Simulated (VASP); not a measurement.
Here is a VASP 6.6.1 calculation.

File INCAR:

```
SYSTEM = InSe2
PREC     = Accurate       ! precision mode
ENCUT    = 520            ! plane-wave cutoff, eV
EDIFF    = 1E-6           ! SCF threshold, eV
ISMEAR   = 0              ! smearing method
SIGMA    = 0.15           ! smearing width, eV
LREAL    = .FALSE.        ! projectors in reciprocal space
LASPH    = .TRUE.         ! aspherical terms in the spheres
NELM     = 80             ! most SCF steps
ALGO     = Normal         ! electronic algorithm
ISIF     = 2              ! what is computed and relaxed
LWAVE    = .FALSE.        ! write WAVECAR
LCHARG   = .FALSE.        ! write CHGCAR
GGA      = PE             ! functional
NBANDS   = 34             ! bands
```

The input KPOINTS:

```
Automatic mesh
0
G
  12 12 5
  0 0 0
```

Contents of POSCAR:

```
InSe2
1.0
   -3.8873932860      0.0000000000      0.0000000000
    0.0000000000     -3.8873932860      0.0000000000
    0.0000000000      0.0000000000     10.7325349326
In Se
2 4
Direct
    0.0000000000      0.5000000000      0.5036373474
    0.5000000000      0.0000000000      0.1344049811
    0.0000000000      0.5000000000      0.1973140982
    0.5000000000      0.0000000000      0.4407282302
    1.0000000000      0.0000000000      0.7724338479
    0.5000000000      0.5000000000      0.7724338479
```

Potentials or basis: VASP PAW PBE potentials, release 64 (In_d, Se).

Command:

```sh
$ cat potpaw_PBE.64/In_d/POTCAR potpaw_PBE.64/Se/POTCAR > POTCAR
$ mpirun -np 1 vasp_std > vasp.out
```

Problem. Estimate the band gap on the k mesh.

Solution. Zero (band 25 reaches 4.63 eV, above the bottom of band 26 at 2.78 eV).

Problem. Predict the largest force.

Solution. 0.525 eV/Å.

Problem. Estimate the pressure.

Solution. -0.4 GPa.

Stress tensor (GPa, compression positive):
```
 0.06  0.00  0.00
 0.00  0.06  0.00
 0.00  0.00 -1.44
```

Caveat: spin-orbit coupling is left out, which moves the levels of the heavy elements.
